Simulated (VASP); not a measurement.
# W (Im-3m) in VASP: a series of runs

The runs below take W through single point, with LDA.

Program: VASP 6.6.1. These are calculated values, not measurements. Logs are shortened: lines on timing, memory, paths and dates and some standing lists are left out, and cuts for length are marked.

## (1) The cell of the first run

It takes space group Im-3m (No. 229, cubic). The conventional cell has a = 3.177 Å, b = 3.177 Å, c = 3.177 Å, α = 90.00°, β = 90.00°, γ = 90.00°. Within 3.6 Å of W (site symmetry m-3m) lie 14 W at 2.75 to 3.18 Å.

## (2) Single point, LDA (16.04 Å³/atom)

INCAR reads:

```
  PREC = Accurate
  ENCUT = 520
  EDIFF = 1E-6
  ISMEAR = 0
  SIGMA = 0.15
  LREAL = F
  LASPH = T
  NELM = 100
  ALGO = Normal
  ISIF = 2
  LWAVE = F
  LCHARG = F
  NBANDS = 13
```

KPOINTS reads:

```
regular mesh
0
Gamma
  22 22 22
```

POSCAR reads:

```
W
1.0
   -1.5887227853      1.5887227853      1.5887227853
    1.5887227853     -1.5887227853      1.5887227853
    1.5887227853      1.5887227853     -1.5887227853
W
1
Direct
    0.0000000000      0.0000000000      0.0000000000
```

Potentials or basis: VASP PAW LDA potentials, release 64 (W_sv).

Command:

```
cat potpaw_LDA.64/W_sv/POTCAR > POTCAR
mpirun -np 1 vasp_std > vasp.out
```

OUTCAR:

```text
PREC = Accurate
   ENCUT = 520
   EDIFF = 1E-6
   ISMEAR = 0
   LREAL = F
   LASPH = T
   NELM = 100
   ISIF = 2

 ion  position               nearest neighbor table
   1  0.000  0.000  0.000-

  LATTYP: Found a body centered cubic cell.
 ALAT       =     3.1774455706

  Lattice vectors:

 A1 = (  -1.5887227853,   1.5887227853,   1.5887227853)
 A2 = (   1.5887227853,  -1.5887227853,   1.5887227853)
 A3 = (   1.5887227853,   1.5887227853,  -1.5887227853)

Analysis of symmetry for initial positions (statically):
=====================================================================
 Subroutine PRICEL returns:
 Original cell was already a primitive cell.

 Routine SETGRP: Setting up the symmetry group for a
 body centered cubic supercell.

 Subroutine GETGRP returns: Found 48 space group operations
 (whereof 48 operations were pure point group operations)
 out of a pool of 48 trial point group operations.

The static configuration has the point symmetry O_h .

Analysis of symmetry for dynamics (positions and initial velocities):
=====================================================================
 Subroutine PRICEL returns:
 Original cell was already a primitive cell.

 Routine SETGRP: Setting up the symmetry group for a
 body centered cubic supercell.

 Subroutine GETGRP returns: Found 48 space group operations
 (whereof 48 operations were pure point group operations)
 out of a pool of 48 trial point group operations.

The dynamic configuration has the point symmetry O_h .

 Subroutine INISYM returns: Found 48 space group operations
 (whereof 48 operations are pure point group operations),
 and found     1 'primitive' translations

----------------------------------------------------------------------------------------

                                     Primitive cell

  volume of cell :      16.0400

  direct lattice vectors                    reciprocal lattice vectors
    -1.588722785  1.588722785  1.588722785     0.000000000  0.314718216  0.314718216
     1.588722785 -1.588722785  1.588722785     0.314718216  0.000000000  0.314718216
     1.588722785  1.588722785 -1.588722785     0.314718216  0.314718216  0.000000000

  length of vectors
     2.751748583  2.751748583  2.751748583     0.445078769  0.445078769  0.445078769

  position of ions in fractional coordinates (direct lattice)
     0.000000000  0.000000000  0.000000000

  ion indices of the primitive-cell ions
   primitive index   ion index
                 1           1

----------------------------------------------------------------------------------------

 KPOINTS: regular mesh

Automatic generation of k-mesh.
 Grid dimensions read from file:
 generate k-points for:   22   22   22

 Generating k-lattice:

  Cartesian coordinates                     Fractional coordinates (reciprocal lattice)
     0.000000000  0.014305373  0.014305373     0.045454545  0.000000000  0.000000000
     0.014305373  0.000000000  0.014305373     0.000000000  0.045454545  0.000000000
     0.014305373  0.014305373  0.000000000     0.000000000  0.000000000  0.045454545

  Length of vectors
     0.020230853  0.020230853  0.020230853

  Shift w.r.t. Gamma in fractional coordinates (k-lattice)
     0.000000000  0.000000000  0.000000000

 Subroutine IBZKPT returns following result:
 ===========================================

 Found    328 irreducible k-points:

 Following reciprocal coordinates:
            Coordinates               Weight
  0.000000  0.000000  0.000000      1.000000
  0.045455  0.000000  0.000000     12.000000
  0.090909  0.000000  0.000000     12.000000
  0.136364  0.000000  0.000000     12.000000
  0.181818  0.000000  0.000000     12.000000
  0.227273  0.000000  0.000000     12.000000
[... 16 lines left out ...]
  0.090909  0.090909  0.000000     24.000000
  0.136364  0.090909 -0.000000     48.000000
 [... further k-points ...]
   k-points           NKPTS =    328   k-points in BZ     NKDIM =    328   number of bands    NBANDS=     13
   number of dos      NEDOS =    301   number of ions     NIONS =      1
   total plane-waves  NPLWV =   8000
   dimension x,y,z NGX =    20 NGY =   20 NGZ =   20
   dimension x,y,z NGXF=    40 NGYF=   40 NGZF=   40
   ions per type =               1
   NGX,Y,Z   is equivalent  to a cutoff of  12.08, 12.08, 12.08 a.u.
   NGXF,Y,Z  is equivalent  to a cutoff of  24.17, 24.17, 24.17 a.u.
 SYSTEM =  unknown system
   PREC   = accura    normal or accurate (medium, high low for compatibility)
   ISTART =      0    job   : 0-new  1-cont  2-samecut
   ICHARG =      2    charge: 1-file 2-atom 10-const
   ISPIN  =      1    spin polarized calculation?
   LNONCOLLINEAR =      F non collinear calculations
   LSORBIT =      F    spin-orbit coupling
   LASPH  =      T    aspherical Exc in radial PAW
   ENCUT  =  520.0 eV  38.22 Ry    6.18 a.u.   5.12  5.12  5.12*2*pi/ulx,y,z
   NELM   =    100;   NELMIN=  2; NELMDL= -5     # of ELM steps
   EDIFF  = 0.1E-05   stopping-criterion for ELM
   LREAL  =      F    real-space projection
   EDIFFG = 0.1E-04   stopping-criterion for IOM
   NSW    =      0    number of steps for IOM
   IBRION =     -1    ionic relax: 0-MD 1-quasi-New 2-CG
   NFREE  =      0    steps in history (QN), initial steepest desc. (CG)
   ISIF   =      2    stress and relaxation
   ISYM   =      2    0-nonsym 1-usesym 2-fastsym
   POTIM  = 0.5000    time-step for ionic-motion
   TEBEG  =    0.0;   TEEND  =   0.0 temperature during run
   PSTRESS=    0.0 pullay stress
   NELECT =      14.0000    total number of electrons
   NUPDOWN=      -1.0000    fix difference up-down
   EMIN   =  10.00;   EMAX   =-10.00  energy-range for DOS
   EFERMI =   0.00;   METHOD = LEGACY
   ISMEAR =     0;   SIGMA  =   0.15  broadening in eV -4-tet -1-fermi 0-gaus
   EFERMI_NEDOS =   21; number of points for ismear=-14 and -15
   IALGO  =     38    algorithm
   IMIX   =      4    mixing-type and parameters
     AMIX     =   0.40;   BMIX     =  1.00
     AMIX_MAG =   1.60;   BMIX_MAG =  1.00
  volume/ion in A,a.u.               =      16.04       108.24
  Fermi-wavevector in a.u.,A,eV,Ry     =   1.564526  2.956525 33.303537  2.447741
  Thomas-Fermi vector in A             =   2.667137
   LORBIT       =      0    0 simple, 1 ext, 2 COOP (PROOUT), +10 PAW based schemes
   GGA     = CA    functional components
   LHFCALC =     F    Hartree Fock is set to
   AEXX    =    0.0000 exact exchange contribution
   IVDW    =     0    specifies the selected vdW correction
   LEPSILON=     F    determine dielectric tensor
   LRPA    =     F    only Hartree local field effects (RPA)
 non-spin polarized calculation
 Gauss-broadening in eV      SIGMA  =   0.15
  energy-cutoff  :      520.00
  volume of cell :       16.04
 maximum number of plane-waves:       448
   NGX = 11   NGY = 11   NGZ = 11

 number of electron      14.0000002 magnetization

 Free energy of the ion-electron system (eV)
  ---------------------------------------------------
  ext. energy  EPLUGINS =         0.00000000
  ---------------------------------------------------
  free energy    TOTEN  =       -14.08709509 eV

  energy without entropy =      -14.08034758  energy(sigma->0) =      -14.08372134

 E-fermi :  11.1456     XC(G=0): -13.7635

 val. band max:       11.1435252199   @ k =   0.5000   0.5000   0.2273
 cond. band min:      11.1473397069   @ k =  -0.1364   0.1364   0.1364
 fundamental gap:      0.0038144870
 Fermi energy:        11.1456336253

 k-point     1 :       0.0000    0.0000    0.0000
  band No.  band energies     occupation
      1     -62.6184      2.00000
      2     -26.4436      2.00000
      3     -26.4436      2.00000
      4     -26.4436      2.00000
      5       1.6637      2.00000
      6       9.9038      2.00000
      7       9.9038      2.00000
      8       9.9038      2.00000
      9      13.3010      0.00000
     10      13.3010      0.00000
     11      25.6958      0.00000
     12      25.6958      0.00000
     13      25.6958      0.00000

 k-point     2 :       0.0455    0.0000    0.0000
  band No.  band energies     occupation
      1     -62.6158      2.00000
      2     -26.4713      2.00000
      3     -26.4523      2.00000
      4     -26.4438      2.00000
      5       1.7634      2.00000
      6       9.8436      2.00000
      7       9.8919      2.00000
      8       9.9993      2.00000
      9      13.2027      0.00000
     10      13.3016      0.00000
     11      25.7813      0.00000
     12      25.8644      0.00000
     13      25.9405      0.00000

 k-point     3 :       0.0909    0.0000    0.0000
  band No.  band energies     occupation
      1     -62.6080      2.00000
      2     -26.5514      2.00000
      3     -26.4774      2.00000
      4     -26.4442      2.00000
      5       2.0552      2.00000
      6       9.6729      2.00000
      7       9.8434      2.00000
      8      10.2838      2.00000
      9      12.9663      0.00000
     10      13.3068      0.00000
     11      26.0109      0.00000
     12      26.3597      0.00000
     13      26.6021      0.00000
[... 305 lines left out ...]
 k-point    23 :       0.0909    0.0909    0.0000
  band No.  band energies     occupation
      1     -62.5889      2.00000
      2     -26.7456      2.00000
      3     -26.5147      2.00000
      4     -26.4701      2.00000
      5       2.7834      2.00000
      6       9.3795      2.00000
      7       9.5046      2.00000
      8      11.0935      1.37706
      9      12.5253      0.00000
     10      13.4389      0.00000
     11      26.5596      0.00000
     12      27.4358      0.00000
     13      27.8258      0.00000

 k-point    24 :       0.1364    0.0909   -0.0000
  band No.  band energies     occupation
      1     -62.5739      2.00000
      2     -26.8892      2.00000
      3     -26.5617      2.00000
      4     -26.4782      2.00000
      5       3.3580      2.00000
      6       9.1054      2.00000
      7       9.2880      2.00000
      8      11.7650      0.00000
      9      12.3739      0.00000
     10      13.5542      0.00000
     11      26.8575      0.00000
     12      27.7724      0.00000
     13      28.5265      0.00000

 [... further k-points ...]

------------------------ aborting loop because EDIFF is reached ----------------------------------------

  FORCE on cell =-STRESS in cart. coord.  units (eV):
  Direction    XX          YY          ZZ          XY          YZ          ZX
  --------------------------------------------------------------------------------------
  -------------------------------------------------------------------------------------
  Total       -1.0661661     -1.0661661     -1.0661661      0.0000000      0.0000000     -0.0000000
  in kB     -106.4954621   -106.4954621   -106.4954621      0.0000000      0.0000000     -0.0000000
  external PRESSURE =    -106.4954621 kB  Pullay stress =       0.0000000 kB

 VOLUME and BASIS-vectors are now :
 -----------------------------------------------------------------------------
  energy-cutoff  :      520.00
  volume of cell :       16.04
      direct lattice vectors                 reciprocal lattice vectors
    -1.588722785  1.588722785  1.588722785     0.000000000  0.314718216  0.314718216
     1.588722785 -1.588722785  1.588722785     0.314718216  0.000000000  0.314718216
     1.588722785  1.588722785 -1.588722785     0.314718216  0.314718216  0.000000000

 POSITION                                       TOTAL-FORCE (eV/Angst)
 -----------------------------------------------------------------------------------
      0.00000      0.00000      0.00000         0.000000      0.000000      0.000000
 -----------------------------------------------------------------------------------
    total drift:                                0.000000      0.000000      0.000000

  FREE ENERGIE OF THE ION-ELECTRON SYSTEM (eV)
  ---------------------------------------------------
  free  energy   TOTEN  =       -14.0870950934 eV

  energy  without entropy=      -14.0803475820  energy(sigma->0) =      -14.08372134
```

Wall time 19 s (1 thread of Intel Xeon 6975P-C (Granite Rapids), shared host); peak memory 0.17 GiB.

Results:

```
Free energy            : -14.0871 eV
Pressure               : -10.6 GPa
Band gap on the k mesh : zero (bands 7 and 8 overlap by 6.30 eV)
```

Caveat: the cell stands under tension; spin-orbit coupling is left out, which moves the levels of the heavy elements.

## (3) Single point, LDA (16.66 Å³/atom)

This run uses another cell than the first one, of 16.66 Å³/atom.

INCAR reads:

```
SYSTEM = W
ALGO = Normal
EDIFF = 1E-6
ENCUT = 520
GGA = CA
ISIF = 2
ISMEAR = 0
LASPH = .TRUE.
LCHARG = .FALSE.
LREAL = .FALSE.
LWAVE = .FALSE.
NBANDS = 13
NELM = 60
PREC = Accurate
SIGMA = 0.15
```

KPOINTS reads:

```
k-points
0
G
  22 22 22
  0 0 0
```

POSCAR reads:

```
W
1.0
   -1.6088378120      1.6088378120      1.6088378120
    1.6088378120     -1.6088378120      1.6088378120
    1.6088378120      1.6088378120     -1.6088378120
W
1
Direct
    0.0000000000      0.0000000000      0.0000000000
```

Potentials or basis: VASP PAW LDA potentials, release 64 (W_sv).

Command:

```
cat potpaw_LDA.64/W_sv/POTCAR > POTCAR
mpirun -np 1 vasp_std > vasp.out
```

Run time: 24 s. Hardware: 1 thread of Intel Xeon 6975P-C (Granite Rapids), shared host; peak memory 0.18 GiB.

It converged, with:

- Free energy: -14.0264 eV
- Pressure: -20.7 GPa
- Band gap on the k mesh: zero (bands 7 and 8 overlap by 5.97 eV)

Levels at points of the mesh, in eV from the Fermi level:
```tsv
k point	band 3	band 4	band 5	band 6	band 7	band 8	band 9	band 10	band 11	band 12
(0.00, 0.00, 0.00)	-37.68	-37.68	-9.26	-1.17	-1.17	-1.17	2.07	2.07	14.48	14.48
(0.50, 0.00, 0.00)	-38.05	-37.69	-5.93	-3.34	0.68	1.95	2.85	5.71	10.30	11.45
(0.50, 0.50, 0.50)	-38.47	-38.47	-5.45	-5.45	4.80	4.80	4.80	7.97	7.97	7.97
```

Caveat: the cell stands under tension; spin-orbit coupling is left out, which moves the levels of the heavy elements.

## (4) Single point, LDA (17.27 Å³/atom)

This run uses another cell than the first one, of 17.27 Å³/atom.

INCAR reads:

```
PREC = Accurate
ENCUT = 520
EDIFF = 1E-7
ISMEAR = 0
SIGMA = 0.15
LREAL = False
LASPH = True
NELM = 100
ALGO = Normal
ISIF = 2
LWAVE = False
LCHARG = True
GGA = CA
LELF = True
LVHAR = True
NBANDS = 13
```

KPOINTS reads:

```
Automatic mesh
0
Gamma
  22 22 22
```

POSCAR reads:

```
W
1.0
   -1.6284620469      1.6284620469      1.6284620469
    1.6284620469     -1.6284620469      1.6284620469
    1.6284620469      1.6284620469     -1.6284620469
W
1
Direct
    0.0000000000      0.0000000000      0.0000000000
```

Command:

```
cat potpaw_LDA.64/W_sv/POTCAR > POTCAR
mpirun -np 1 vasp_std > vasp.out
```

Run time: 21 s. Hardware: 1 thread of Intel Xeon 6975P-C (Granite Rapids), shared host; peak memory 0.18 GiB.

Results (log left out):

```yaml
Free_energy: -13.9308 eV
Pressure: -28.9 GPa
Band_gap_on_the_k_mesh: zero (bands 7 and 8 overlap by 5.67 eV)
```

Levels at points of the mesh, in eV from the Fermi level:
```csv
k point,band 4,band 5,band 6,band 7,band 8,band 9,band 10,band 11
"(0.00, 0.00, 0.00)",-37.77,-9.05,-1.11,-1.11,-1.11,1.99,1.99,14.40
"(0.50, 0.00, 0.00)",-37.77,-5.70,-3.17,0.59,1.85,2.71,5.41,9.76
"(0.50, 0.50, 0.50)",-38.47,-5.18,-5.18,4.56,4.56,4.56,7.71,7.71
```

Caveat: the cell stands under tension; spin-orbit coupling is left out, which moves the levels of the heavy elements.

## (5) The runs side by side

| cell | gap on the mesh (eV) | pressure (GPa) |
| --- | --- | --- |
| a = 2.752 Å, angles 109.5°, 1 atom | none | -10.6 |
| a = 2.787 Å, angles 109.5°, 1 atom | none | -20.7 |
| a = 2.821 Å, angles 109.5°, 1 atom | none | -28.9 |

Alike in all rows: task single point; level LDA; potentials or basis VASP PAW LDA potentials, release 64 (W_sv); no spin polarisation; k mesh 22 × 22 × 22; cutoff (eV) 520; smearing gaussian 0.15 eV.

Caveats: the cell stands under tension; spin-orbit coupling is left out, which moves the levels of the heavy elements.

Absolute energies hang on the potentials; compare differences alone.
